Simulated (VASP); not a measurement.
Runs of VASP 6.6.1 on Si. The structure is that of space group Fd-3m (No. 227), or close to it. The cells are those of the table. 

```csv
task,spin,cell,k mesh,cutoff (eV),gap on the mesh (eV),pressure (GPa)
single point,"non-collinear, zero start, SOC","a = 3.843 Å, angles 60.0°, 2 atoms",8 × 8 × 8,520,-,0.0
single point,off,"a = 3.991 Å, angles 60.0°, 2 atoms",9 × 9 × 9,520,(c),-8.3
relaxation of cell and atoms,off,"relaxed from a = 3.840 Å, angles 60.0°, 2 atoms",6 × 6 × 6,600,0.59,0.0
single point,off,"a = 3.843 Å, angles 60.0°, 2 atoms",6 × 6 × 6,520,0.59,(a)
single point,off,"a = 3.843 Å, angles 60.0°, 2 atoms",9 × 9 × 9,520,0.47,0.0
single point,off,"a = 3.894 Å, angles 60.0°, 2 atoms",9 × 9 × 9,520,0.54,-3.3
single point,off,"a = 3.738 Å, angles 60.0°, 2 atoms",9 × 9 × 9,520,0.30,(b)
single point,off,"a = 3.683 Å, angles 60.0°, 2 atoms",9 × 9 × 9,520,0.20,15.7
```

Alike in all rows: level PBEsol; potentials or basis VASP PAW PBE potentials, release 64 (Si); smearing fermi-dirac 0.05 eV.

Problem. Estimate the missing entries.

Solution. (a) 0.1; (b) 9.4; (c) 0.66.

Caveats: the PAW data sets were made with another functional, which shifts forces and pressure a little.

A k mesh can miss the band edges.
